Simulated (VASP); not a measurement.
Input of a VASP 6.6.1 run:

File POSCAR:

```
AlN
1.0
    3.1064902802      0.0000000000      0.0000000000
   -1.5532451401      2.6902994992      0.0000000000
    0.0000000000      0.0000000000      4.9780207988
Al N
2 2
Direct
    0.3333333333      0.6666666667     -0.0590000000
    0.6666666667      0.3333333333      0.4410000000
    0.3333333333      0.6666666667      0.4410000000
    0.6666666667      0.3333333333      0.9410000000
```

INCAR.step1

```
SYSTEM = AlN
PREC = Accurate
ENCUT = 520
ISMEAR = 0
SIGMA = 0.01
LREAL = .FALSE.
LASPH = .TRUE.
NELM = 80
NBANDS = 16
GGA = PE
ALGO = Normal
EDIFF = 1E-4
LWAVE = .TRUE.
LCHARG = .FALSE.
```

The input INCAR.step2:

```
SYSTEM = AlN
PREC = Accurate
ENCUT = 520
EDIFF = 1E-7
ISMEAR = 0
SIGMA = 0.01
LREAL = .FALSE.
LASPH = .TRUE.
NELM = 80
ALGO = Normal
ISIF = 2
LWAVE = .FALSE.
LCHARG = .FALSE.
METAGGA = R2SCAN
LMIXTAU = .TRUE.
NBANDS = 16
ISTART = 1
```

Contents of KPOINTS:

```
regular mesh
0
G
  12 12 6
  0 0 0
```

Potentials or basis: VASP PAW PBE potentials, release 64 (Al, N).

The run is started by

```bash
$ cat potpaw_PBE.64/Al/POTCAR potpaw_PBE.64/N/POTCAR > POTCAR
$ cp INCAR.step1 INCAR
$ mpirun -np 1 vasp_std > vasp.out
$ cp INCAR.step2 INCAR
$ mpirun -np 1 vasp_std > vasp.out
```

(1) Predict the pressure.

(2) Estimate the band gap on the k mesh.

Results:

(1) 8.6 GPa.

(2) 3.33 eV, direct.

Caveat: the PAW data sets were made with another functional, which shifts forces and pressure a little.
